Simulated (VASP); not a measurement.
# Pb: single point with B3LYP

Pb:

```
CELL_PARAMETERS angstrom
-0.00289 2.40858 2.36955
2.93109 -0.00505 2.36713
2.92362 2.40366 -0.00228
ATOMIC_POSITIONS crystal
Pb 0.00000 0.00000 0.00000
```

```
Program                            : VASP 6.6.1
Task                               : single point
Functional                         : B3LYP
Potentials or basis                : VASP PAW PBE potentials, release 64 (Pb_d)
Cutoff                             : 520 eV
k mesh                             : 5 × 5 × 5
Occupations                        : fermi-dirac, width 0.05 eV
Spin                               : no spin polarisation
Dipole correction                  : no
Grid for exact exchange (PRECFOCK) : Normal
Further INCAR settings             : ALGO = Normal; EDIFF = 1e-06; NBANDS = 13
Share of exact exchange            : 0.2
```

The pressure is 0.0 GPa. The band gap on the k mesh is zero (bands 7 and 8 overlap by 7.66 eV).

Levels at points of the mesh, in eV from the Fermi level:
| k point | band 4 | band 5 | band 6 | band 7 | band 8 | band 9 | band 10 | band 11 |
| --- | --- | --- | --- | --- | --- | --- | --- | --- |
| (0.00, 0.00, 0.00) | -18.45 | -18.32 | -12.19 | 7.11 | 7.85 | 7.91 | 11.55 | 11.57 |

It took 100 min on 1 thread of Intel Xeon 8259CL, on a shared host, peak memory 0.19 GiB.

Caveat: the k points lie up to 0.43 Å⁻¹ apart, too coarse for converged energies and pressures of a metal; the PAW data sets were made with another functional, which shifts forces and pressure a little; spin-orbit coupling is left out, which moves the levels of the heavy elements.
